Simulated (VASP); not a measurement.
The system is Os.

```
Os
1.0
     2.71752    0.00000    0.00000
    -1.35876    2.35345    0.00000
     0.00000    0.00000    4.28446
Os
2
Direct
  0.33333 0.66667 0.25000
  0.66667 0.33333 0.75000
```

Program: VASP 6.6.1. Alike in all runs: task single point; level LDA; potentials or basis VASP PAW LDA potentials, release 64 (Os); no spin polarisation; cell as given; cutoff (eV) 520.

**Question.** Order these runs on this cell by their pressure, lowest first.
A. k mesh 2 × 2 × 1; smearing fermi-dirac 0.1 eV
B. k mesh 13 × 13 × 8; smearing gaussian 1 eV
C. k mesh 3 × 3 × 2; smearing fermi-dirac 0.1 eV
D. k mesh 13 × 13 × 8; smearing fermi-dirac 0.03 eV

**Answer.** D (0.9 GPa), B (3.9 GPa), A (8.9 GPa), C (11.8 GPa).

Caveats: some runs use coarse meshes.
